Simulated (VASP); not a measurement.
# Si (P1) in VASP: relaxation of cell and atoms with PBE

Aim: the relaxation of cell and atoms of Si with PBE.

All numbers are computed with VASP 6.6.1; they aren't measurements. Logs are shortened: lines on timing, memory, paths and dates and some standing lists are left out, and cuts for length are marked.

### Step 1. The cell of the first run

The typed cell holds 6 atoms: a = 3.647 Å, b = 4.927 Å, c = 7.231 Å, α = 107.85°, β = 90.71°, γ = 87.37°.

### Step 2. Relaxation of cell and atoms, PBE

The input, INCAR:

```
  PREC = Accurate
  ENCUT = 600
  EDIFF = 1E-6
  ISMEAR = 0
  SIGMA = 0.2
  LREAL = False
  LASPH = True
  NELM = 80
  ALGO = Normal
  ISIF = 3
  LWAVE = False
  LCHARG = False
  GGA = PE
  IBRION = 2
  NSW = 80
  EDIFFG = -0.025
```

The input, KPOINTS:

```
regular mesh
0
Gamma
  6 6 4
```

The input, POSCAR:

```
Si
1.0
    0.0337821217     -0.0757066952      3.6456634830
    1.8266244668     -4.5746991974      0.1142286961
    5.5703768019      4.6105844783     -0.0455395262
Si
6
Direct
    0.5367910672      0.4573217512      0.1332269669
    0.4832242958      0.0168471044      0.6566024407
    0.5420227886      1.0305971055      0.3489853647
    0.5537665873      0.4539128628      0.8269573118
   -0.0649072762      0.2450514178      0.2508621391
   -0.0508974626      0.7962697583      0.7833657769
```

Potentials or basis: VASP PAW PBE potentials, release 64 (Si).

Started as:

```bash
cat potpaw_PBE.64/Si/POTCAR > POTCAR
mpirun -np 1 vasp_std > vasp.out
```

OUTCAR:

```text
PREC = Accurate
   ENCUT = 600
   EDIFF = 1E-6
   ISMEAR = 0
   LREAL = False
   LASPH = True
   NELM = 80
   ISIF = 3
   GGA = PE
   IBRION = 2
   NSW = 80
   EDIFFG = -0.025

 ion  position               nearest neighbor table
   1  0.537  0.457  0.133-   5 2.07   4 2.21   5 2.73   3 2.78   3 2.98
   2  0.483  0.017  0.657-   4 2.15   3 2.26   6 2.30   6 2.58
   3  0.542  0.031  0.349-   5 2.07   2 2.26   5 2.59   1 2.78   1 2.98
   4  0.554  0.454  0.827-   2 2.15   1 2.21   6 2.36   6 2.79
   5  0.935  0.245  0.251-   3 2.07   1 2.07   3 2.59   1 2.73
   6  0.949  0.796  0.783-   2 2.30   4 2.36   2 2.58   4 2.79

  LATTYP: Found a triclinic cell.
 ALAT       =    10.4834594743
 B/A-ratio  =     0.3478437591
 C/A-ratio  =     1.3139486346
 COS(alpha) =     0.0033981501
 COS(beta)  =     0.6677623930
 COS(gamma) =     0.7087034653

  Lattice vectors:

 A1 = (  -7.4645655121,   0.1155281095,  -7.3600161359)
 A2 = (  -0.0337821217,   0.0757066952,  -3.6456634830)
 A3 = ( -12.9673780706,  -4.6464697592,  -0.0231496437)

Analysis of symmetry for initial positions (statically):
=====================================================================
 Subroutine PRICEL returns:
 Original cell was already a primitive cell.

 Routine SETGRP: Setting up the symmetry group for a
 triclinic supercell.

 Subroutine GETGRP returns: Found  1 space group operations
 (whereof  1 operations were pure point group operations)
 out of a pool of  2 trial point group operations.

The static configuration has the point symmetry C_1 .

Analysis of symmetry for dynamics (positions and initial velocities):
=====================================================================
 Subroutine PRICEL returns:
 Original cell was already a primitive cell.

 Routine SETGRP: Setting up the symmetry group for a
 triclinic supercell.

 Subroutine GETGRP returns: Found  1 space group operations
 (whereof  1 operations were pure point group operations)
 out of a pool of  2 trial point group operations.

The dynamic configuration has the point symmetry C_1 .

 Subroutine INISYM returns: Found  1 space group operations
 (whereof  1 operations are pure point group operations),
 and found     1 'primitive' translations

----------------------------------------------------------------------------------------

                                     Primitive cell

  volume of cell :     123.5396

  direct lattice vectors                    reciprocal lattice vectors
     0.033782122 -0.075706695  3.645663483    -0.002576757  0.005823888  0.274443311
     1.826624467 -4.574699197  0.114228696     0.136030858 -0.164394777 -0.004674374
     5.570376802  4.610584478 -0.045539526     0.134929787  0.053872617 -0.000131580

  length of vectors
     3.646605952  4.927218067  7.231089876     0.274517191  0.213428880  0.145287039

  position of ions in fractional coordinates (direct lattice)
     0.536791067  0.457321751  0.133226967
     0.483224296  0.016847104  0.656602441
     0.542022789  0.030597106  0.348985365
     0.553766587  0.453912863  0.826957312
     0.935092724  0.245051418  0.250862139
     0.949102537  0.796269758  0.783365777

  ion indices of the primitive-cell ions
   primitive index   ion index
                 1           1
                 2           2
                 3           3
                 4           4
                 5           5
                 6           6

----------------------------------------------------------------------------------------

 KPOINTS: regular mesh

Automatic generation of k-mesh.
 Grid dimensions read from file:
 generate k-points for:    6    6    4

 Generating k-lattice:

  Cartesian coordinates                     Fractional coordinates (reciprocal lattice)
    -0.000429460  0.000970648  0.045740552     0.166666667  0.000000000  0.000000000
     0.022671810 -0.027399129 -0.000779062    -0.000000000  0.166666667  0.000000000
     0.033732447  0.013468154 -0.000032895    -0.000000000  0.000000000  0.250000000

  Length of vectors
     0.045752865  0.035571480  0.036321760

  Shift w.r.t. Gamma in fractional coordinates (k-lattice)
     0.000000000  0.000000000  0.000000000

 Subroutine IBZKPT returns following result:
 ===========================================

 Found     76 irreducible k-points:

 Following reciprocal coordinates:
            Coordinates               Weight
  0.000000  0.000000  0.000000      1.000000
  0.166667 -0.000000 -0.000000      2.000000
  0.333333  0.000000 -0.000000      2.000000
  0.500000  0.000000  0.000000      1.000000
  0.000000  0.166667  0.000000      2.000000
  0.166667  0.166667 -0.000000      2.000000
[... 16 lines left out ...]
  0.333333  0.000000  0.250000      2.000000
  0.500000  0.000000  0.250000      2.000000
 [... further k-points ...]
   k-points           NKPTS =     76   k-points in BZ     NKDIM =     76   number of bands    NBANDS=     16
   number of dos      NEDOS =    301   number of ions     NIONS =      6
   total plane-waves  NPLWV =  72000
   dimension x,y,z NGX =    30 NGY =   40 NGZ =   60
   dimension x,y,z NGXF=    60 NGYF=   80 NGZF=  120
   ions per type =               6
   NGX,Y,Z   is equivalent  to a cutoff of  13.68, 13.50, 13.79 a.u.
   NGXF,Y,Z  is equivalent  to a cutoff of  27.35, 26.99, 27.59 a.u.
 SYSTEM =  unknown system
   PREC   = accura    normal or accurate (medium, high low for compatibility)
   ISTART =      0    job   : 0-new  1-cont  2-samecut
   ICHARG =      2    charge: 1-file 2-atom 10-const
   ISPIN  =      1    spin polarized calculation?
   LNONCOLLINEAR =      F non collinear calculations
   LSORBIT =      F    spin-orbit coupling
   LASPH  =      T    aspherical Exc in radial PAW
   ENCUT  =  600.0 eV  44.10 Ry    6.64 a.u.   7.28  9.84 14.44*2*pi/ulx,y,z
   NELM   =     80;   NELMIN=  2; NELMDL= -5     # of ELM steps
   EDIFF  = 0.1E-05   stopping-criterion for ELM
   LREAL  =      F    real-space projection
   EDIFFG = -.3E-01   stopping-criterion for IOM
   NSW    =     80    number of steps for IOM
   IBRION =      2    ionic relax: 0-MD 1-quasi-New 2-CG
   NFREE  =      1    steps in history (QN), initial steepest desc. (CG)
   ISIF   =      3    stress and relaxation
   ISYM   =      2    0-nonsym 1-usesym 2-fastsym
   POTIM  = 0.5000    time-step for ionic-motion
   TEBEG  =    0.0;   TEEND  =   0.0 temperature during run
   PSTRESS=    0.0 pullay stress
   NELECT =      24.0000    total number of electrons
   NUPDOWN=      -1.0000    fix difference up-down
   EMIN   =  10.00;   EMAX   =-10.00  energy-range for DOS
   EFERMI =   0.00;   METHOD = LEGACY
   ISMEAR =     0;   SIGMA  =   0.20  broadening in eV -4-tet -1-fermi 0-gaus
   EFERMI_NEDOS =   21; number of points for ismear=-14 and -15
   IALGO  =     38    algorithm
   IMIX   =      4    mixing-type and parameters
     AMIX     =   0.40;   BMIX     =  1.00
     AMIX_MAG =   1.60;   BMIX_MAG =  1.00
  volume/ion in A,a.u.               =      20.59       138.95
  Fermi-wavevector in a.u.,A,eV,Ry     =   0.948149  1.791742 12.231453  0.898986
  Thomas-Fermi vector in A             =   2.076310
   LORBIT       =      0    0 simple, 1 ext, 2 COOP (PROOUT), +10 PAW based schemes
   GGA     = PE    functional components
   LHFCALC =     F    Hartree Fock is set to
   AEXX    =    0.0000 exact exchange contribution
   IVDW    =     0    specifies the selected vdW correction
   LEPSILON=     F    determine dielectric tensor
   LRPA    =     F    only Hartree local field effects (RPA)
 conjugate gradient relaxation of ions
 non-spin polarized calculation
 Gauss-broadening in eV      SIGMA  =   0.20
  energy-cutoff  :      600.00
  volume of cell :      123.54
 maximum number of plane-waves:      4139
 NGX is ok and might be reduce to    30
   NGX = 15   NGY = 19   NGZ = 29

--------------------------------------- Ionic step        1  -------------------------------------------

 number of electron      23.9999999 magnetization

 Free energy of the ion-electron system (eV)
  ---------------------------------------------------
  ext. energy  EPLUGINS =         0.00000000
  ---------------------------------------------------
  free energy    TOTEN  =       -27.54309835 eV

  energy without entropy =      -27.49429503  energy(sigma->0) =      -27.51869669

------------------------ aborting loop because EDIFF is reached ----------------------------------------

  FORCE on cell =-STRESS in cart. coord.  units (eV):
  Direction    XX          YY          ZZ          XY          YZ          ZX
  --------------------------------------------------------------------------------------
  -------------------------------------------------------------------------------------
  Total        3.3315161      9.2661606      4.4599488      3.2431181     -0.2593583      0.8224442
  in kB       43.2062383    120.1722986     57.8408172     42.0598101     -3.3636032     10.6662313
  external PRESSURE =      73.7397847 kB  Pullay stress =       0.0000000 kB
[... 101 lines left out ...]
  FREE ENERGIE OF THE ION-ELECTRON SYSTEM (eV)
  ---------------------------------------------------
  free  energy   TOTEN  =       -29.1137903202 eV

  energy  without entropy=      -29.0648611249  energy(sigma->0) =      -29.08932572

[... ionic steps 4 to 26 ...]

--------------------------------------- Ionic step       27  -------------------------------------------

 number of electron      23.9999999 magnetization

------------------------ aborting loop because EDIFF is reached ----------------------------------------
[... 75 lines left out ...]
--------------------------------------- Ionic step       29  -------------------------------------------

 number of electron      23.9999999 magnetization

 Free energy of the ion-electron system (eV)
  ---------------------------------------------------
  ext. energy  EPLUGINS =         0.00000000
  ---------------------------------------------------
  free energy    TOTEN  =       -30.81872463 eV

  energy without entropy =      -30.79188437  energy(sigma->0) =      -30.80530450

 E-fermi :   6.0229     XC(G=0):  -9.3747

 val. band max:        6.0077570503   @ k =   0.0000   0.5000   0.2500
 cond. band min:       6.0601777785   @ k =   0.5000   0.0000   0.2500
 fundamental gap:      0.0524207283
 Fermi energy:         6.0229064628

 k-point     1 :       0.0000    0.0000    0.0000
  band No.  band energies     occupation
      1      -6.4657      2.00000
      2      -4.2749      2.00000
      3      -2.3575      2.00000
      4      -0.9706      2.00000
      5      -0.3047      2.00000
      6       0.8736      2.00000
[... 433 lines left out ...]
      3      -2.9368      2.00000
      4      -1.2682      2.00000
      5      -0.2442      2.00000
      6       1.4085      2.00000
[... 8 lines left out ...]
     15       6.8698      0.00000
     16       7.7826      0.00000

 [... further k-points ...]

------------------------ aborting loop because EDIFF is reached ----------------------------------------

  FORCE on cell =-STRESS in cart. coord.  units (eV):
  Direction    XX          YY          ZZ          XY          YZ          ZX
  --------------------------------------------------------------------------------------
  -------------------------------------------------------------------------------------
  Total        0.0004858      0.0094430     -0.0095207      0.0044081      0.0069034     -0.0041217
  in kB        0.0064064      0.1245246     -0.1255503      0.0581297      0.0910360     -0.0543527
  external PRESSURE =       0.0017936 kB  Pullay stress =       0.0000000 kB
[... 21 lines left out ...]
  FREE ENERGIE OF THE ION-ELECTRON SYSTEM (eV)
  ---------------------------------------------------
  free  energy   TOTEN  =       -30.8187246333 eV

  energy  without entropy=      -30.7918843678  energy(sigma->0) =      -30.80530450

 reached required accuracy - stopping structural energy minimisation
```

Wall time 29 min (1 thread of Intel Xeon Platinum 8488C (Sapphire Rapids), shared host); peak memory 0.34 GiB.

What came out:

* Free energy: -30.8187 eV
* Relaxed volume: 20.25 Å³/atom
* Relaxed cell: a = 3.628 Å, b = 5.006 Å, c = 6.876 Å, α = 103.37°, β = 90.03°, γ = 89.96°
* Space group after relaxing (to 0.1 Å): P2/m (No. 10)
* Energy gained by relaxing: 545.9 meV/atom
* Ionic steps: 29
* Pressure after relaxing: 0.0 GPa
* Largest force after relaxing: 0.018 eV/Å
* Band gap on the k mesh: zero (bands 12 and 13 overlap by 2.41 eV)

Forces on the atoms (eV/Å):
```
Si  -0.014 -0.004  0.007
Si  -0.002  0.003 -0.001
Si  -0.003  0.011 -0.009
Si   0.003 -0.015  0.010
Si   0.011  0.001 -0.009
Si   0.005  0.005  0.002
```

Step by step:
| step | energy change (eV) | largest force (eV/Å) | pressure (GPa) | volume (Å³) |
| --- | --- | --- | --- | --- |
| 1 | 0.0000 | 6.1813 | 7.37 | 123.54 |
| 2 | -1.3958 | 0.8769 | -8.08 | 141.09 |
| 3 | -1.5707 | 1.2872 | -5.55 | 135.19 |
| 4 | -2.1027 | 0.9716 | -0.92 | 123.84 |
| 5 | -2.1255 | 0.9887 | 0.74 | 121.24 |
| 6 | -2.2674 | 0.9525 | 1.10 | 120.23 |
| 7 | -2.3027 | 1.0342 | 1.73 | 119.39 |
| 8 | -2.4324 | 1.1710 | 0.40 | 121.05 |
| 9 | -2.6373 | 1.4663 | -2.78 | 126.08 |
| 10 | -2.7613 | 1.2643 | -2.50 | 125.44 |
| 11 | -2.9029 | 0.9154 | -1.45 | 123.93 |
| 12 | -2.9915 | 0.6892 | -0.60 | 122.46 |
| 13 | -3.0708 | 0.5314 | 1.56 | 119.37 |
| 14 | -3.1137 | 0.4328 | 0.61 | 120.68 |
| 15 | -3.1419 | 0.4425 | -0.80 | 122.86 |
| 16 | -3.1677 | 0.3374 | -0.32 | 122.17 |
| 17 | -3.1875 | 0.4697 | 0.72 | 120.80 |
| 18 | -3.2064 | 0.3118 | 0.38 | 121.24 |
| 19 | -3.2158 | 0.3769 | -0.05 | 121.84 |
| 20 | -3.2306 | 0.2943 | -0.18 | 122.00 |
| 21 | -3.2558 | 0.2409 | -0.60 | 122.48 |
| 22 | -3.2578 | 0.2431 | -0.76 | 122.64 |
| 23 | -3.2699 | 0.1598 | -0.10 | 121.58 |
| 24 | -3.2711 | 0.1593 | 0.18 | 121.15 |
| 25 | -3.2739 | 0.1024 | 0.12 | 121.25 |
| 26 | -3.2749 | 0.0544 | 0.06 | 121.36 |
| 27 | -3.2754 | 0.0404 | -0.02 | 121.50 |
| 28 | -3.2755 | 0.0451 | -0.04 | 121.55 |
| 29 | -3.2756 | 0.0181 | 0.00 | 121.50 |

Final structure:
```
CELL_PARAMETERS angstrom
-0.00306 0.00013 3.62785
2.08041 -4.55357 0.00510
5.42385 4.22612 0.00049
ATOMIC_POSITIONS crystal
Si 0.50039 0.46790 0.16611
Si 0.49912 0.06350 0.67484
Si 0.50137 0.93743 0.32488
Si 0.49896 0.53200 0.83555
Si 0.00100 0.13649 0.16857
Si 0.99916 0.86267 0.83005
```

Levels at points of the mesh, in eV from the Fermi level:
| k point | band 9 | band 10 | band 11 | band 12 | band 13 | band 14 | band 15 | band 16 |
| --- | --- | --- | --- | --- | --- | --- | --- | --- |
| (0.00, 0.00, 0.00) | -1.72 | -1.02 | -0.94 | 0.87 | 0.99 | 1.56 | 1.62 | 2.32 |
| (0.50, 0.00, 0.00) | -3.29 | -3.07 | -2.87 | -1.75 | -1.00 | 0.13 | 0.67 | 2.52 |
| (0.00, 0.50, 0.00) | -1.47 | -1.42 | -0.87 | 0.41 | 0.97 | 1.38 | 1.64 | 1.96 |
| (0.50, 0.50, 0.00) | -4.12 | -3.09 | -2.67 | 0.86 | 0.99 | 1.42 | 3.06 | 3.28 |
| (0.00, 0.00, 0.50) | -2.25 | -1.81 | -1.47 | 0.45 | 1.29 | 2.03 | 2.21 | 2.51 |
| (0.50, 0.00, 0.50) | -3.54 | -2.86 | -2.30 | -2.07 | -1.16 | 0.06 | 0.63 | 0.98 |
| (0.00, 0.50, 0.50) | -1.57 | -1.05 | -1.04 | -0.24 | 0.95 | 1.65 | 1.70 | 1.87 |
| (0.50, 0.50, 0.50) | -3.56 | -2.22 | -1.35 | -1.21 | 0.76 | 1.69 | 1.92 | 2.75 |
